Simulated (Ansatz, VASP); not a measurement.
## NaInSe in VASP and in Ansatz

```xyz
3
Lattice="4.4784 0.0000 0.0000 0.0000 4.4784 0.0000 0.0000 0.0000 4.5715" Properties=species:S:1:pos:R:3 pbc="T T T"
Na    0.0000    0.0000    2.2858
In    2.2392    2.2392    0.0000
Se    2.2392    2.2392    2.2858
```

Alike in both runs: task relaxation of cell and atoms; functional PBE; k mesh 4 × 4 × 4; occupations gaussian, width 0.1 eV; no spin polarisation.

|  | VASP | Ansatz |
| --- | --- | --- |
| version | VASP 6.6.1 | Ansatz 0.2.0 |
| potentials or method | VASP PAW PBE potentials, release 64 (Na_pv, In_d, Se), cutoff 600 eV | scalar-relativistic, plane waves, PAW |
| valence electrons in the cell | 26 | 38 |

```tsv
	VASP	Ansatz	Ansatz less VASP
gap on the k mesh at the Fermi level, each at its own relaxed structure (eV)	none	none	-
relaxed volume (Å³/atom)	32.15	32.02	-0.121
relaxed cell length with the largest relative difference (Å)	5.584	5.569	-0.0148
```

A gap of «none» marks a metal or a gap that the smearing closes. VASP's potentials hold 26 valence electrons a cell and Ansatz's 38, so a difference there can come from the potentials and not from the codes.
